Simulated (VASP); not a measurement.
# AlRu (P4/mmm) in VASP: a series of runs

Runs on AlRu. Level: r2SCAN. Tasks: single point.

All numbers are computed with VASP 6.6.1; they aren't measurements. Logs are shortened: lines on timing, memory, paths and dates and some standing lists are left out, and cuts for length are marked.

## 1. The cell of the first run

It takes space group P4/mmm (No. 123, tetragonal). Conventional cell: a = 2.815 Å, b = 2.815 Å, c = 3.378 Å, α = 90.00°, β = 90.00°, γ = 90.00°. Al (site symmetry 4/mmm) has 8 Ru at 2.61 Å and 6 Al at 2.82 to 3.38 Å within 3.4 Å. Ru (site symmetry 4/mmm) has 8 Al at 2.61 Å and 6 Ru at 2.82 to 3.38 Å within 3.4 Å.

## 2. Single point, r2SCAN

The input, POSCAR:

```
AlRu
1.0
    2.8152033840      0.0000000000      0.0000000000
    0.0000000000      2.8152033840      0.0000000000
    0.0000000000      0.0000000000      3.3782440608
Al Ru
1 1
Direct
    0.0000000000      0.0000000000      0.0000000000
    0.5000000000      0.5000000000      0.5000000000
```

The input, INCAR.step1:

```
ALGO     = Normal         # electronic algorithm
EDIFF    = 1E-4           # SCF threshold, eV
ENCUT    = 520            # plane-wave cutoff, eV
GGA      = PE             # functional
ISMEAR   = 0              # smearing method
LASPH    = T              # aspherical terms in the spheres
LCHARG   = F              # write CHGCAR
LREAL    = F              # projectors in reciprocal space
LWAVE    = T              # write WAVECAR
NBANDS   = 16             # bands
NELM     = 60             # most SCF steps
PREC     = Accurate       # precision mode
SIGMA    = 0.15           # smearing width, eV
```

The input, INCAR.step2:

```
ALGO     = Normal         # electronic algorithm
EDIFF    = 1E-6           # SCF threshold, eV
ENCUT    = 520            # plane-wave cutoff, eV
ISIF     = 2              # what is computed and relaxed
ISMEAR   = 0              # smearing method
ISTART   = 1            
LASPH    = T              # aspherical terms in the spheres
LCHARG   = F              # write CHGCAR
LMIXTAU  = T            
LREAL    = F              # projectors in reciprocal space
LWAVE    = F              # write WAVECAR
METAGGA  = R2SCAN         # meta-GGA
NBANDS   = 16             # bands
NELM     = 60             # most SCF steps
PREC     = Accurate       # precision mode
SIGMA    = 0.15           # smearing width, eV
```

The input, KPOINTS:

```
k-points
0
Gamma
  18 18 18
```

Potentials or basis: VASP PAW PBE potentials, release 64 (Al, Ru_pv).

On the command line:

```sh
$ cat potpaw_PBE.64/Al/POTCAR potpaw_PBE.64/Ru_pv/POTCAR > POTCAR
$ cp INCAR.step1 INCAR
$ mpirun -np 1 vasp_std > vasp.out
$ cp INCAR.step2 INCAR
$ mpirun -np 1 vasp_std > vasp.out
```

OUTCAR:

```text
EDIFF = 1E-6
   ENCUT = 520
   ISIF = 2
   ISMEAR = 0
   ISTART = 1
   LASPH = T
   LREAL = F
   METAGGA = R2SCAN
   NELM = 60
   PREC = Accurate

 ion  position               nearest neighbor table
   1  0.000  0.000  0.000-   2 2.61   2 2.61   2 2.61   2 2.61   2 2.61   2 2.61   2 2.61   2 2.61

   2  0.500  0.500  0.500-   1 2.61   1 2.61   1 2.61   1 2.61   1 2.61   1 2.61   1 2.61   1 2.61

  LATTYP: Found a simple tetragonal cell.
 ALAT       =     2.8152033840
 C/A-ratio  =     1.2000000000

  Lattice vectors:

 A1 = (   2.8152033840,   0.0000000000,   0.0000000000)
 A2 = (   0.0000000000,   2.8152033840,   0.0000000000)
 A3 = (   0.0000000000,   0.0000000000,   3.3782440608)

Analysis of symmetry for initial positions (statically):
=====================================================================
 Subroutine PRICEL returns:
 Original cell was already a primitive cell.

 Routine SETGRP: Setting up the symmetry group for a
 simple tetragonal supercell.

 Subroutine GETGRP returns: Found 16 space group operations
 (whereof 16 operations were pure point group operations)
 out of a pool of 16 trial point group operations.

The static configuration has the point symmetry D_4h.

Analysis of symmetry for dynamics (positions and initial velocities):
=====================================================================
 Subroutine PRICEL returns:
 Original cell was already a primitive cell.

 Routine SETGRP: Setting up the symmetry group for a
 simple tetragonal supercell.

 Subroutine GETGRP returns: Found 16 space group operations
 (whereof 16 operations were pure point group operations)
 out of a pool of 16 trial point group operations.

The dynamic configuration has the point symmetry D_4h.

 Subroutine INISYM returns: Found 16 space group operations
 (whereof 16 operations are pure point group operations),
 and found     1 'primitive' translations

----------------------------------------------------------------------------------------

                                     Primitive cell

[... 71 lines left out ...]
 [... further k-points ...]
   k-points           NKPTS =    550   k-points in BZ     NKDIM =    550   number of bands    NBANDS=     16
   number of dos      NEDOS =    301   number of ions     NIONS =      2
   total plane-waves  NPLWV =  16128
   dimension x,y,z NGX =    24 NGY =   24 NGZ =   28
   dimension x,y,z NGXF=    48 NGYF=   48 NGZF=   56
   ions per type =               1   1
   NGX,Y,Z   is equivalent  to a cutoff of  14.17, 14.17, 13.78 a.u.
   NGXF,Y,Z  is equivalent  to a cutoff of  28.35, 28.35, 27.56 a.u.
 SYSTEM =  unknown system
   PREC   = accura    normal or accurate (medium, high low for compatibility)
   ISTART =      1    job   : 0-new  1-cont  2-samecut
   ICHARG =      0    charge: 1-file 2-atom 10-const
   ISPIN  =      1    spin polarized calculation?
   LNONCOLLINEAR =      F non collinear calculations
   LSORBIT =      F    spin-orbit coupling
   LASPH  =      T    aspherical Exc in radial PAW
   ENCUT  =  520.0 eV  38.22 Ry    6.18 a.u.   5.23  5.23  6.28*2*pi/ulx,y,z
   NELM   =     60;   NELMIN=  2; NELMDL=  0     # of ELM steps
   EDIFF  = 0.1E-05   stopping-criterion for ELM
   LREAL  =      F    real-space projection
[... 7 lines left out ...]
   TEBEG  =    0.0;   TEEND  =   0.0 temperature during run
   PSTRESS=    0.0 pullay stress
   NELECT =      17.0000    total number of electrons
   NUPDOWN=      -1.0000    fix difference up-down
   EMIN   =  10.00;   EMAX   =-10.00  energy-range for DOS
   EFERMI =   0.00;   METHOD = LEGACY
   ISMEAR =     0;   SIGMA  =   0.15  broadening in eV -4-tet -1-fermi 0-gaus
   EFERMI_NEDOS =   21; number of points for ismear=-14 and -15
   IALGO  =     38    algorithm
   IMIX   =      4    mixing-type and parameters
     AMIX     =   0.40;   BMIX     =  1.00
     AMIX_MAG =   1.60;   BMIX_MAG =  1.00
  volume/ion in A,a.u.               =      13.39        90.34
  Fermi-wavevector in a.u.,A,eV,Ry     =   1.407087  2.659009 26.938090  1.979894
  Thomas-Fermi vector in A             =   2.529382
   LORBIT       =      0    0 simple, 1 ext, 2 COOP (PROOUT), +10 PAW based schemes
   METAGGA = R2SCAN    functional components
   LHFCALC =     F    Hartree Fock is set to
   AEXX    =    0.0000 exact exchange contribution
   IVDW    =     0    specifies the selected vdW correction
   LEPSILON=     F    determine dielectric tensor
   LRPA    =     F    only Hartree local field effects (RPA)
 non-spin polarized calculation
 Gauss-broadening in eV      SIGMA  =   0.15
  energy-cutoff  :      520.00
  volume of cell :       26.77
 maximum number of plane-waves:       740
 NGX is ok and might be reduce to    24

 number of electron      17.0000000 magnetization

 Free energy of the ion-electron system (eV)
  ---------------------------------------------------
  ext. energy  EPLUGINS =         0.00000000
  ---------------------------------------------------
  free energy    TOTEN  =       -33.30281509 eV

  energy without entropy =      -33.28633146  energy(sigma->0) =      -33.29457327

 E-fermi :  10.7803     XC(G=0): -13.6089

 val. band max:       10.7798978042   @ k =   0.5000   0.1111   0.3333
 cond. band min:      10.7813519854   @ k =   0.3333   0.0556   0.0000
 fundamental gap:      0.0014541813
 Fermi energy:        10.7803030662

 k-point     1 :       0.0000    0.0000    0.0000
  band No.  band energies     occupation
      1     -32.5912      2.00000
      2     -32.3512      2.00000
      3     -32.3512      2.00000
      4       0.3516      2.00000
      5       6.7276      2.00000
      6       6.8975      2.00000
[... 433 lines left out ...]
      3     -32.3715      2.00000
      4       2.8679      2.00000
      5       7.1944      2.00000
      6       7.7644      2.00000
[... 8 lines left out ...]
     15      24.5659      0.00000
     16      26.0645      0.00000

 [... further k-points ...]
[... 5 lines left out ...]
  --------------------------------------------------------------------------------------
  -------------------------------------------------------------------------------------
  Total        1.8779995      1.8779995     -3.0185021      0.0000000      0.0000000      0.0000000
  in kB      112.3816710    112.3816710   -180.6306701      0.0000000      0.0000000      0.0000000
  external PRESSURE =      14.7108906 kB  Pullay stress =       0.0000000 kB

 VOLUME and BASIS-vectors are now :
 -----------------------------------------------------------------------------
  energy-cutoff  :      520.00
  volume of cell :       26.77
      direct lattice vectors                 reciprocal lattice vectors
     2.815203384  0.000000000  0.000000000     0.355214123  0.000000000  0.000000000
     0.000000000  2.815203384  0.000000000     0.000000000  0.355214123  0.000000000
     0.000000000  0.000000000  3.378244061     0.000000000  0.000000000  0.296011769

 POSITION                                       TOTAL-FORCE (eV/Angst)
 -----------------------------------------------------------------------------------
      0.00000      0.00000      0.00000         0.000000      0.000000      0.000000
      1.40760      1.40760      1.68912         0.000000      0.000000      0.000000
 -----------------------------------------------------------------------------------
    total drift:                                0.000000     -0.000000     -0.000000

  FREE ENERGIE OF THE ION-ELECTRON SYSTEM (eV)
  ---------------------------------------------------
  free  energy   TOTEN  =       -33.3028150905 eV

  energy  without entropy=      -33.2863314584  energy(sigma->0) =      -33.29457327
```

OUTCAR.step1:

```text
EDIFF = 1E-4
   ENCUT = 520
   GGA = PE
   ISMEAR = 0
   LASPH = T
[... 679 lines left out ...]
 -----------------------------------------------------------------------------------
      0.00000      0.00000      0.00000         0.000000      0.000000      0.000000
      1.40760      1.40760      1.68912         0.000000      0.000000      0.000000
 -----------------------------------------------------------------------------------
    total drift:                                0.000000     -0.000000     -0.000000

  FREE ENERGIE OF THE ION-ELECTRON SYSTEM (eV)
  ---------------------------------------------------
  free  energy   TOTEN  =       -13.9731076664 eV

  energy  without entropy=      -13.9555620850  energy(sigma->0) =      -13.96433488
```

Wall time 12 min (1 thread of Intel Xeon Platinum 8175M at 2.50GHz (Skylake/Cascade Lake), shared host); peak memory 0.34 GiB.

Results:

| Item | Value |
| --- | --- |
| Free energy | -33.3028 eV |
| Pressure | 1.5 GPa |
| Band gap on the k mesh | zero (an odd number of electrons rules out a gap without spin polarisation) |

Stress tensor (GPa, compression positive):
```
 11.24   0.00   0.00
  0.00  11.24   0.00
  0.00   0.00 -18.06
```

Caveat: the stress differs along the axes, from -18 to 11 GPa; the PAW data sets were made with another functional, which shifts forces and pressure a little.

## 3. Single point, r2SCAN

This run uses another cell than the first one, of the same volume but with other edges.

The input, POSCAR:

```
AlRu
1.0
    3.2499149099      0.0000000000      0.0000000000
    0.0000000000      3.2499149099      0.0000000000
    0.0000000000      0.0000000000      2.5349336297
Al Ru
1 1
Direct
    0.0000000000      0.0000000000      0.0000000000
    0.5000000000      0.5000000000      0.5000000000
```

The input, INCAR.step1:

```
PREC = Accurate
ENCUT = 520
ISMEAR = 0
SIGMA = 0.15
LREAL = False
LASPH = True
NELM = 100
NBANDS = 16
GGA = PE
ALGO = Normal
EDIFF = 1E-4
LWAVE = True
LCHARG = False
```

The input, INCAR.step2:

```
PREC = Accurate
ENCUT = 520
EDIFF = 1E-6
ISMEAR = 0
SIGMA = 0.15
LREAL = False
LASPH = True
NELM = 100
ALGO = Normal
ISIF = 2
LWAVE = False
LCHARG = True
METAGGA = R2SCAN
LMIXTAU = True
LELF = True
LVHAR = True
NBANDS = 16
ISTART = 1
```

The input, KPOINTS:

```
regular mesh
0
Gamma
  18 18 18
```

Potentials or basis: VASP PAW PBE potentials, release 64 (Al, Ru_pv).

On the command line:

```sh
$ cat potpaw_PBE.64/Al/POTCAR potpaw_PBE.64/Ru_pv/POTCAR > POTCAR
$ cp INCAR.step1 INCAR
$ mpirun -np 1 vasp_std > vasp.out
$ cp INCAR.step2 INCAR
$ mpirun -np 1 vasp_std > vasp.out
```

OUTCAR:

```text
PREC = Accurate
   ENCUT = 520
   EDIFF = 1E-6
   ISMEAR = 0
   LREAL = False
   LASPH = True
   NELM = 100
   ISIF = 2
   METAGGA = R2SCAN
   ISTART = 1

 ion  position               nearest neighbor table
   1  0.000  0.000  0.000-   2 2.62   2 2.62   2 2.62   2 2.62   2 2.62   2 2.62   2 2.62   2 2.62

   2  0.500  0.500  0.500-   1 2.62   1 2.62   1 2.62   1 2.62   1 2.62   1 2.62   1 2.62   1 2.62

  LATTYP: Found a simple tetragonal cell.
 ALAT       =     3.2499149099
 C/A-ratio  =     0.7800000000

[... 646 lines left out ...]

  FORCE on cell =-STRESS in cart. coord.  units (eV):
  Direction    XX          YY          ZZ          XY          YZ          ZX
  --------------------------------------------------------------------------------------
  -------------------------------------------------------------------------------------
  Total       -2.1133202     -2.1133202      8.3159664      0.0000000      0.0000000      0.0000000
  in kB     -126.4635355   -126.4635355    497.6370827      0.0000000      0.0000000      0.0000000
  external PRESSURE =      81.5700039 kB  Pullay stress =       0.0000000 kB

 VOLUME and BASIS-vectors are now :
 -----------------------------------------------------------------------------
  energy-cutoff  :      520.00
  volume of cell :       26.77
      direct lattice vectors                 reciprocal lattice vectors
     3.249914910  0.000000000  0.000000000     0.307700364  0.000000000  0.000000000
     0.000000000  3.249914910  0.000000000     0.000000000  0.307700364  0.000000000
     0.000000000  0.000000000  2.534933630     0.000000000  0.000000000  0.394487646

 POSITION                                       TOTAL-FORCE (eV/Angst)
 -----------------------------------------------------------------------------------
      0.00000      0.00000      0.00000         0.000000      0.000000      0.000000
      1.62496      1.62496      1.26747         0.000000      0.000000      0.000000
 -----------------------------------------------------------------------------------
    total drift:                                0.000000     -0.000000     -0.000000

  FREE ENERGIE OF THE ION-ELECTRON SYSTEM (eV)
  ---------------------------------------------------
  free  energy   TOTEN  =       -32.8089720015 eV

  energy  without entropy=      -32.7897185956  energy(sigma->0) =      -32.79934530
```

OUTCAR.step1:

```text
PREC = Accurate
   ENCUT = 520
   ISMEAR = 0
   LREAL = False
   LASPH = True
[... 679 lines left out ...]
      0.00000      0.00000      0.00000         0.000000      0.000000      0.000000
      1.62496      1.62496      1.26747         0.000000      0.000000      0.000000
 -----------------------------------------------------------------------------------
    total drift:                                0.000000     -0.000000     -0.000000

  FREE ENERGIE OF THE ION-ELECTRON SYSTEM (eV)
  ---------------------------------------------------
  free  energy   TOTEN  =       -13.5042301600 eV

  energy  without entropy=      -13.4843973106  energy(sigma->0) =      -13.49431374
```

Run time: 8.1 min. Hardware: 1 thread of Intel Xeon Platinum 8175M at 2.50GHz (Skylake/Cascade Lake), shared host; peak memory 0.33 GiB.

What came out:

```yaml
Free_energy: -32.8090 eV
Pressure: 8.2 GPa
Band_gap_on_the_k_mesh: zero (an odd number of electrons rules out a gap without spin polarisation)
```

Caveat: the stress differs along the axes, from -13 to 50 GPa; the PAW data sets were made with another functional, which shifts forces and pressure a little.

## 4. Single point, r2SCAN

This run uses another cell than the first one, of the same volume but with other edges.

The input, POSCAR:

```
AlRu
1.0
    2.7410843945      0.0000000000      0.0000000000
    0.0000000000      2.7410843945      0.0000000000
    0.0000000000      0.0000000000      3.5634097128
Al Ru
1 1
Direct
    0.0000000000      0.0000000000      0.0000000000
    0.5000000000      0.5000000000      0.5000000000
```

The input, INCAR.step1:

```
SYSTEM = AlRu
ALGO = Normal
EDIFF = 1E-4
ENCUT = 520
GGA = PE
ISMEAR = 0
LASPH = .True.
LCHARG = .False.
LREAL = .False.
LWAVE = .True.
NBANDS = 16
NELM = 60
PREC = Accurate
SIGMA = 0.15
```

The input, INCAR.step2:

```
SYSTEM = AlRu
ALGO = Normal
EDIFF = 1E-6
ENCUT = 520
ISIF = 2
ISMEAR = 0
ISTART = 1
LASPH = .True.
LCHARG = .False.
LMIXTAU = .True.
LREAL = .False.
LWAVE = .False.
METAGGA = R2SCAN
NBANDS = 16
NELM = 60
PREC = Accurate
SIGMA = 0.15
```

The input, KPOINTS:

```
k-points
0
Gamma
  18 18 18
  0 0 0
```

On the command line:

```sh
$ cat potpaw_PBE.64/Al/POTCAR potpaw_PBE.64/Ru_pv/POTCAR > POTCAR
$ cp INCAR.step1 INCAR
$ mpirun -np 1 vasp_std > vasp.out
$ cp INCAR.step2 INCAR
$ mpirun -np 1 vasp_std > vasp.out
```

Wall time 12 min (1 thread of Intel Xeon Platinum 8175M at 2.50GHz (Skylake/Cascade Lake), shared host); peak memory 0.32 GiB.

It converged, with:

```
Free energy            : -33.0512 eV
Pressure               : 4.5 GPa
Band gap on the k mesh : zero (an odd number of electrons rules out a gap without spin polarisation)
```

Stress tensor (GPa, compression positive):
```
 12.56   0.00   0.00
  0.00  12.56   0.00
  0.00   0.00 -11.74
```

Levels at points of the mesh, in eV from the Fermi level:
| k point | band 5 | band 6 | band 7 | band 8 | band 9 | band 10 | band 11 | band 12 | band 13 | band 14 |
| --- | --- | --- | --- | --- | --- | --- | --- | --- | --- | --- |
| (0.00, 0.00, 0.00) | -4.29 | -4.08 | -0.13 | -0.13 | 1.16 | 1.40 | 9.20 | 9.23 | 9.23 | 10.00 |
| (0.50, 0.00, 0.00) | -5.05 | -3.85 | -3.07 | -0.96 | 0.32 | 3.66 | 6.75 | 7.28 | 10.00 | 11.32 |
| (0.50, 0.50, 0.00) | -2.77 | -2.77 | -2.73 | -0.72 | -0.72 | 2.72 | 7.19 | 7.28 | 7.99 | 10.00 |
| (0.00, 0.00, 0.50) | -6.72 | -3.80 | -0.74 | -0.74 | -0.74 | 1.20 | 8.18 | 10.00 | 11.76 | 13.86 |
| (0.50, 0.00, 0.50) | -3.67 | -3.00 | -1.25 | -0.88 | -0.20 | 0.03 | 5.10 | 5.70 | 10.00 | 14.02 |
| (0.50, 0.50, 0.50) | -4.84 | -4.84 | 0.55 | 2.73 | 3.17 | 3.19 | 4.80 | 4.80 | 6.84 | 6.84 |

Caveat: the stress differs along the axes, from -12 to 13 GPa; an empty level that is flat over the whole mesh can mark a ghost state of the potentials, or a narrow d or f band; the PAW data sets were made with another functional, which shifts forces and pressure a little.

## 5. The runs side by side

```tsv
cell	gap on the mesh (eV)	pressure (GPa)
a = 2.815, b = 2.815, c = 3.378 Å, 2 atoms	none	1.5
a = 3.250, b = 3.250, c = 2.535 Å, 2 atoms	none	8.2
a = 2.741, b = 2.741, c = 3.563 Å, 2 atoms	none	4.5
```

Alike in all rows: task single point; level r2SCAN; potentials or basis VASP PAW PBE potentials, release 64 (Al, Ru_pv); no spin polarisation; k mesh 18 × 18 × 18; cutoff (eV) 520; smearing gaussian 0.15 eV.

Caveats: the PAW data sets were made with another functional, which shifts forces and pressure a little; the stress differs along the axes, from -18 to 11 GPa (at least some runs); the stress differs along the axes, from -13 to 50 GPa (at least some runs); the stress differs along the axes, from -12 to 13 GPa (at least some runs); an empty level that is flat over the whole mesh can mark a ghost state of the potentials, or a narrow d or f band (at least some runs).

Absolute energies hang on the potentials; compare differences alone.
